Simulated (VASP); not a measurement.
# GeSe (base) (Pnma) in VASP: a series of runs

GeSe (base) is run at these levels: PBE+D3(BJ); tasks: single point.

Program: VASP 6.6.1. These are calculated values, not measurements. Logs are shortened: lines on timing, memory, paths and dates and some standing lists are left out, and cuts for length are marked.

## Step 1: The cell of the first run

Symmetry: Pnma, No. 62, orthorhombic system. Conventional cell: a = 10.960 Å, b = 3.878 Å, c = 4.428 Å, α = 90.00°, β = 90.00°, γ = 90.00°. Within 3.4 Å of Ge (site symmetry m) lie 6 Se at 2.58 to 3.40 Å. Se (site symmetry m) has 6 Ge at 2.58 to 3.40 Å within 3.4 Å.

## Step 2: Single point, PBE+D3(BJ)

INCAR reads:

```
ALGO = Normal
EDIFF = 1E-6
ENCUT = 500
GGA = PE
GGA_COMPAT = False
ISIF = 2
ISMEAR = 0
IVDW = 12
LASPH = True
LCHARG = False
LREAL = False
LWAVE = False
NBANDS = 50
NELM = 120
PREC = Accurate
SIGMA = 0.02
```

KPOINTS reads:

```
k-points
0
Gamma
  4 8 6
```

POSCAR reads:

```
GeSe
1.0
   10.9604646010      0.0000000000      0.0000000000
    0.0000000000      3.8775535927      0.0000000000
    0.0000000000      0.0000000000      4.4276642747
Ge Se
4 4
Direct
    0.1232607128      0.7500000000      0.8859480466
    0.6232607128      0.7500000000      0.6140519534
    0.3767392872      0.2500000000      0.3859480466
    0.8767392872      0.2500000000      0.1140519534
    0.8546937698      0.7500000000      0.5021677080
    0.3546937698      0.7500000000     -0.0021677080
    0.6453062302      0.2500000000      1.0021677080
    0.1453062302      0.2500000000      0.4978322920
```

Potentials or basis: VASP PAW PBE potentials, release 64 (Ge_d, Se).

Launch:

```sh
> cat potpaw_PBE.64/Ge_d/POTCAR potpaw_PBE.64/Se/POTCAR > POTCAR
> mpirun -np 1 vasp_std > vasp.out
```

OUTCAR:

```text
EDIFF = 1E-6
   ENCUT = 500
   GGA = PE
   ISIF = 2
   ISMEAR = 0
   IVDW = 12
   LASPH = True
   LREAL = False
   NELM = 120
   PREC = Accurate
 IVDW          = 12

 ion  position               nearest neighbor table
   1  0.123  0.750  0.886-   6 2.58   8 2.60   8 2.60
   2  0.623  0.750  0.614-   5 2.58   7 2.60   7 2.60
   3  0.377  0.250  0.386-   8 2.58   6 2.60   6 2.60
   4  0.877  0.250  0.114-   7 2.58   5 2.60   5 2.60
   5  0.855  0.750  0.502-   2 2.58   4 2.60   4 2.60
   6  0.355  0.750  0.998-   1 2.58   3 2.60   3 2.60
   7  0.645  0.250  0.002-   4 2.58   2 2.60   2 2.60
   8  0.145  0.250  0.498-   3 2.58   1 2.60   1 2.60

  LATTYP: Found a simple orthorhombic cell.
 ALAT       =     3.8775535927
 B/A-ratio  =     1.1418705555
 C/A-ratio  =     2.8266442588

  Lattice vectors:

 A1 = (   0.0000000000,   3.8775535927,   0.0000000000)
 A2 = (   0.0000000000,   0.0000000000,   4.4276642747)
 A3 = (  10.9604646010,   0.0000000000,   0.0000000000)

Analysis of symmetry for initial positions (statically):
=====================================================================
 Subroutine PRICEL returns:
 Original cell was already a primitive cell.

 Routine SETGRP: Setting up the symmetry group for a
 simple orthorhombic supercell.

 Subroutine GETGRP returns: Found  8 space group operations
 (whereof  2 operations were pure point group operations)
 out of a pool of  8 trial point group operations.

The static configuration has the point symmetry S_2 .
 The point group associated with its full space group is D_2h.

Analysis of symmetry for dynamics (positions and initial velocities):
=====================================================================
 Subroutine PRICEL returns:
 Original cell was already a primitive cell.

 Routine SETGRP: Setting up the symmetry group for a
 simple orthorhombic supercell.

 Subroutine GETGRP returns: Found  8 space group operations
 (whereof  2 operations were pure point group operations)
 out of a pool of  8 trial point group operations.

The dynamic configuration has the point symmetry S_2 .
 The point group associated with its full space group is D_2h.

 Subroutine INISYM returns: Found  8 space group operations
 (whereof  2 operations are pure point group operations),
 and found     1 'primitive' translations

----------------------------------------------------------------------------------------

                                     Primitive cell

  volume of cell :     188.1748

  direct lattice vectors                    reciprocal lattice vectors
    10.960464601  0.000000000  0.000000000     0.091237008  0.000000000  0.000000000
     0.000000000  3.877553593  0.000000000     0.000000000  0.257894566  0.000000000
     0.000000000  0.000000000  4.427664275     0.000000000  0.000000000  0.225852716

  length of vectors
    10.960464601  3.877553593  4.427664275     0.091237008  0.257894566  0.225852716

  position of ions in fractional coordinates (direct lattice)
     0.123260713  0.750000000  0.885948047
     0.623260713  0.750000000  0.614051953
     0.376739287  0.250000000  0.385948047
     0.876739287  0.250000000  0.114051953
     0.854693770  0.750000000  0.502167708
     0.354693770  0.750000000  0.997832292
     0.645306230  0.250000000  0.002167708
     0.145306230  0.250000000  0.497832292

  ion indices of the primitive-cell ions
   primitive index   ion index
                 1           1
                 2           2
                 3           3
                 4           4
                 5           5
                 6           6
                 7           7
                 8           8

----------------------------------------------------------------------------------------

 KPOINTS: k-points

Automatic generation of k-mesh.
 Grid dimensions read from file:
 generate k-points for:    4    8    6

 Generating k-lattice:

  Cartesian coordinates                     Fractional coordinates (reciprocal lattice)
     0.022809252  0.000000000  0.000000000     0.250000000  0.000000000  0.000000000
     0.000000000  0.032236821  0.000000000     0.000000000  0.125000000  0.000000000
     0.000000000  0.000000000  0.037642119     0.000000000  0.000000000  0.166666667

  Length of vectors
     0.022809252  0.032236821  0.037642119

  Shift w.r.t. Gamma in fractional coordinates (k-lattice)
     0.000000000  0.000000000  0.000000000

 Subroutine IBZKPT returns following result:
 ===========================================

 Found     60 irreducible k-points:

 Following reciprocal coordinates:
            Coordinates               Weight
  0.000000  0.000000  0.000000      1.000000
  0.250000  0.000000  0.000000      2.000000
  0.500000  0.000000  0.000000      1.000000
  0.000000  0.125000  0.000000      2.000000
  0.250000  0.125000  0.000000      4.000000
  0.500000  0.125000  0.000000      2.000000
[... 16 lines left out ...]
  0.250000  0.250000  0.166667      8.000000
  0.500000  0.250000  0.166667      4.000000
 [... further k-points ...]
   k-points           NKPTS =     60   k-points in BZ     NKDIM =     60   number of bands    NBANDS=     50
   number of dos      NEDOS =    301   number of ions     NIONS =      8
   total plane-waves  NPLWV =  71680
   dimension x,y,z NGX =    80 NGY =   28 NGZ =   32
   dimension x,y,z NGXF=   160 NGYF=   56 NGZF=   64
   ions per type =               4   4
   NGX,Y,Z   is equivalent  to a cutoff of  12.13, 12.00, 12.02 a.u.
   NGXF,Y,Z  is equivalent  to a cutoff of  24.27, 24.01, 24.03 a.u.
 SYSTEM =  unknown system
   PREC   = accura    normal or accurate (medium, high low for compatibility)
   ISTART =      0    job   : 0-new  1-cont  2-samecut
   ICHARG =      2    charge: 1-file 2-atom 10-const
   ISPIN  =      1    spin polarized calculation?
   LNONCOLLINEAR =      F non collinear calculations
   LSORBIT =      F    spin-orbit coupling
   LASPH  =      T    aspherical Exc in radial PAW
   ENCUT  =  500.0 eV  36.75 Ry    6.06 a.u.  19.98  7.07  8.07*2*pi/ulx,y,z
   NELM   =    120;   NELMIN=  2; NELMDL= -5     # of ELM steps
   EDIFF  = 0.1E-05   stopping-criterion for ELM
   LREAL  =      F    real-space projection
   EDIFFG = 0.1E-04   stopping-criterion for IOM
   NSW    =      0    number of steps for IOM
   IBRION =     -1    ionic relax: 0-MD 1-quasi-New 2-CG
   NFREE  =      0    steps in history (QN), initial steepest desc. (CG)
   ISIF   =      2    stress and relaxation
   ISYM   =      2    0-nonsym 1-usesym 2-fastsym
   POTIM  = 0.5000    time-step for ionic-motion
   TEBEG  =    0.0;   TEEND  =   0.0 temperature during run
   PSTRESS=    0.0 pullay stress
   NELECT =      80.0000    total number of electrons
   NUPDOWN=      -1.0000    fix difference up-down
   EMIN   =  10.00;   EMAX   =-10.00  energy-range for DOS
   EFERMI =   0.00;   METHOD = LEGACY
   ISMEAR =     0;   SIGMA  =   0.02  broadening in eV -4-tet -1-fermi 0-gaus
   EFERMI_NEDOS =   21; number of points for ismear=-14 and -15
   IALGO  =     38    algorithm
   IMIX   =      4    mixing-type and parameters
     AMIX     =   0.40;   BMIX     =  1.00
     AMIX_MAG =   1.60;   BMIX_MAG =  1.00
  volume/ion in A,a.u.               =      23.52       158.73
  Fermi-wavevector in a.u.,A,eV,Ry     =   1.230980  2.326215 20.617069  1.515312
  Thomas-Fermi vector in A             =   2.365807
   LORBIT       =      0    0 simple, 1 ext, 2 COOP (PROOUT), +10 PAW based schemes
   GGA     = PE    functional components
   LHFCALC =     F    Hartree Fock is set to
   AEXX    =    0.0000 exact exchange contribution
   IVDW    =    12    specifies the selected vdW correction
   LEPSILON=     F    determine dielectric tensor
   LRPA    =     F    only Hartree local field effects (RPA)
 non-spin polarized calculation
 Gauss-broadening in eV      SIGMA  =   0.02
  energy-cutoff  :      500.00
  volume of cell :      188.17
 maximum number of plane-waves:      4824
 NGX is ok and might be reduce to    80
   NGX = 39   NGY = 15   NGZ = 17

 number of electron      80.0000027 magnetization

 Free energy of the ion-electron system (eV)
  ---------------------------------------------------
  ext. energy  EPLUGINS =         0.00000000
  ---------------------------------------------------
  free energy    TOTEN  =       -33.85435270 eV

  energy without entropy =      -33.85435270  energy(sigma->0) =      -33.85435270

 E-fermi :   4.2488     XC(G=0):  -9.8223

 val. band max:        4.1404280022   @ k =   0.0000   0.0000   0.3333
 cond. band min:       4.8624904558   @ k =   0.0000   0.0000   0.0000
 fundamental gap:      0.7220624536
 Fermi energy:         4.2487763758

 k-point     1 :       0.0000    0.0000    0.0000
  band No.  band energies     occupation
      1     -20.4384      2.00000
      2     -20.4365      2.00000
      3     -20.4355      2.00000
      4     -20.4343      2.00000
      5     -20.4341      2.00000
      6     -20.4340      2.00000
[... 42 lines left out ...]
     49       9.0427      0.00000
     50       9.3383      0.00000

 k-point     2 :       0.2500    0.0000    0.0000
  band No.  band energies     occupation
      1     -20.4381      2.00000
      2     -20.4369      2.00000
      3     -20.4353      2.00000
      4     -20.4346      2.00000
      5     -20.4338      2.00000
      6     -20.4337      2.00000
[... 42 lines left out ...]
     49       9.2731      0.00000
     50       9.3503      0.00000

 k-point     3 :       0.5000    0.0000    0.0000
  band No.  band energies     occupation
      1     -20.4375      2.00000
      2     -20.4375      2.00000
      3     -20.4351      2.00000
      4     -20.4351      2.00000
      5     -20.4334      2.00000
      6     -20.4334      2.00000
[... 42 lines left out ...]
     49       9.2232      0.00000
     50       9.2273      0.00000

 k-point     4 :       0.0000    0.1250    0.0000
  band No.  band energies     occupation
      1     -20.4375      2.00000
      2     -20.4365      2.00000
      3     -20.4360      2.00000
      4     -20.4350      2.00000
      5     -20.4337      2.00000
      6     -20.4333      2.00000
[... 999 lines left out ...]
 k-point    23 :       0.2500    0.2500    0.1667
  band No.  band energies     occupation
      1     -20.4379      2.00000
      2     -20.4377      2.00000
      3     -20.4367      2.00000
      4     -20.4366      2.00000
      5     -20.4329      2.00000
      6     -20.4320      2.00000
[... 42 lines left out ...]
     49       8.1792      0.00000
     50       8.9843      0.00000

 k-point    24 :       0.5000    0.2500    0.1667
  band No.  band energies     occupation
      1     -20.4378      2.00000
      2     -20.4378      2.00000
      3     -20.4366      2.00000
      4     -20.4366      2.00000
      5     -20.4325      2.00000
      6     -20.4325      2.00000
[... 42 lines left out ...]
     49       8.4723      0.00000
     50       8.4723      0.00000

 [... further k-points ...]

------------------------ aborting loop because EDIFF is reached ----------------------------------------

 Edisp (eV)   -2.86368

 E8    (eV) :    -1.2308

  FORCE on cell =-STRESS in cart. coord.  units (eV):
  Direction    XX          YY          ZZ          XY          YZ          ZX
  --------------------------------------------------------------------------------------
  -------------------------------------------------------------------------------------
  Total       0.03133     0.01490     0.01320     0.00000     0.00000     0.00000
  in kB       0.26675     0.12687     0.11238     0.00000     0.00000     0.00000
  external pressure =        0.17 kB  Pullay stress =        0.00 kB

 VOLUME and BASIS-vectors are now :
 -----------------------------------------------------------------------------
  energy-cutoff  :      500.00
  volume of cell :      188.17
      direct lattice vectors                 reciprocal lattice vectors
    10.960464601  0.000000000  0.000000000     0.091237008  0.000000000  0.000000000
     0.000000000  3.877553593  0.000000000     0.000000000  0.257894566  0.000000000
     0.000000000  0.000000000  4.427664275     0.000000000  0.000000000  0.225852716

 POSITION                                       TOTAL-FORCE (eV/Angst)
 -----------------------------------------------------------------------------------
      1.35099      2.90817      3.92268        -0.013691      0.000000      0.015418
      6.83123      2.90817      2.71882        -0.013691      0.000000     -0.015418
      4.12924      0.96939      1.70885         0.013691      0.000000      0.015418
      9.60947      0.96939      0.50498         0.013691     -0.000000     -0.015418
      9.36784      2.90817      2.22343         0.008306      0.000000      0.012356
      3.88761      2.90817      4.41807         0.008306     -0.000000     -0.012356
      7.07286      0.96939      0.00960        -0.008306      0.000000      0.012356
      1.59262      0.96939      2.20423        -0.008306     -0.000000     -0.012356
 -----------------------------------------------------------------------------------
    total drift:                                0.000000      0.000000      0.000000

  FREE ENERGIE OF THE ION-ELECTRON SYSTEM (eV)
  ---------------------------------------------------
  free  energy   TOTEN  =       -36.7180280288 eV

  energy  without entropy=      -36.7180280288  energy(sigma->0) =      -36.71802803
```

It took 3.5 min on 1 thread of Intel Xeon 6975P-C (Granite Rapids), shared host; peak memory 0.53 GiB.

What came out:

```
Free energy                : -36.7180 eV
Pressure                   : 0.0 GPa
Largest force              : 0.021 eV/Å
Band gap on the k mesh     : 0.72 eV, indirect (least direct gap 0.93 eV)
Dispersion energy per atom : -0.358 eV
```

Forces on the atoms (eV/Å):
```
Ge  -0.014  0.000  0.015
Ge  -0.014  0.000 -0.015
Ge   0.014  0.000  0.015
Ge   0.014  0.000 -0.015
Se   0.008  0.000  0.012
Se   0.008  0.000 -0.012
Se  -0.008  0.000  0.012
Se  -0.008  0.000 -0.012
```

Levels at points of the mesh, in eV from the valence-band top:
```
           k point  band 37  band 38  band 39  band 40  band 41  band 42  band 43  band 44
(0.00, 0.00, 0.00)    -1.40    -1.08    -0.84    -0.21     0.72     2.64     2.67     2.69
(0.50, 0.00, 0.00)    -1.69    -1.69    -0.45    -0.45     2.35     2.35     2.41     2.41
(0.00, 0.50, 0.00)    -1.39    -1.39    -1.17    -1.17     1.10     1.10     1.21     1.21
(0.50, 0.50, 0.00)    -1.51    -1.51    -1.51    -1.51     1.48     1.48     1.48     1.48
(0.00, 0.00, 0.50)    -0.96    -0.96    -0.39    -0.39     1.22     1.22     1.93     1.93
(0.50, 0.00, 0.50)    -0.58    -0.58    -0.53    -0.53     1.27     1.27     1.93     1.93
(0.00, 0.50, 0.50)    -2.18    -2.18    -1.49    -1.49     2.83     2.83     3.25     3.25
(0.50, 0.50, 0.50)    -1.48    -1.48    -1.48    -1.48     2.57     2.57     2.57     2.57
```

(Part 1 of 2 ends here.)
